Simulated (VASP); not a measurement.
Input of a VASP 6.6.1 run:

The input INCAR:

```
SYSTEM = TaN
  PREC = Accurate
  ENCUT = 520
  EDIFF = 1E-6
  ISMEAR = 0
  SIGMA = 0.15
  LREAL = .False.
  LASPH = .True.
  NELM = 80
  ALGO = Normal
  ISIF = 2
  LWAVE = .False.
  LCHARG = .False.
  GGA = PS
  NBANDS = 15
```

KPOINTS

```
regular mesh
0
Gamma
  21 21 18
  0 0 0
```

POSCAR

```
TaN
1.0
    2.7405556412      0.0000000000      0.0000000000
   -1.3702778206      2.3733908058      0.0000000000
    0.0000000000      0.0000000000      2.7452145858
Ta N
1 1
Direct
    0.3333333333      0.6666666667      0.5000000000
    0.0000000000      0.0000000000      0.0000000000
```

Potentials or basis: VASP PAW PBE potentials, release 64 (Ta_pv, N).

Run with:

```bash
$ cat potpaw_PBE.64/Ta_pv/POTCAR potpaw_PBE.64/N/POTCAR > POTCAR
$ mpirun -np 1 vasp_std > vasp.out
```

**Question.** What does it give for the band gap on the k mesh?

**Answer.** Zero (band 8 reaches 10.40 eV, above the bottom of band 9 at 9.95 eV).

**Question.** What does it give for the pressure?

**Answer.** 93.2 GPa.

Stress tensor (GPa, compression positive):
```
95.62  0.00  0.00
 0.00 95.62  0.00
 0.00  0.00 88.50
```

Caveat: the PAW data sets were made with another functional, which shifts forces and pressure a little; spin-orbit coupling is left out, which moves the levels of the heavy elements.
